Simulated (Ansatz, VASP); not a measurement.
## Ti in VASP and in Ansatz

```
CELL_PARAMETERS angstrom
2.94013 0.00000 0.00000
-1.47007 2.54623 0.00000
0.00000 0.00000 4.67033
ATOMIC_POSITIONS crystal
Ti 0.33333 0.66667 0.25000
Ti 0.66667 0.33333 0.75000
```

Change from the starting cell: volume scaled by 0.99.

Alike in both runs: task single point; functional PBEsol; k mesh 14 × 14 × 8; occupations fermi-dirac, width 0.05 eV; no spin polarisation.

|  | VASP | Ansatz |
| --- | --- | --- |
| version | VASP 6.6.1 | Ansatz 0.2.0 |
| potentials or method | VASP PAW PBE potentials, release 64 (Ti_sv), cutoff 520 eV | all-electron LAPW, scalar-relativistic |

```csv
,VASP,Ansatz,Ansatz less VASP
pressure (GPa),-5.1,-4.9,+0.19
"traceless stress, the component that is largest in VASP (GPa)",-0.35,-0.35,0.000
```

VASP's potentials were made for PBE, not for PBEsol. Ansatz ran all-electron here, and VASP with PAW potentials.
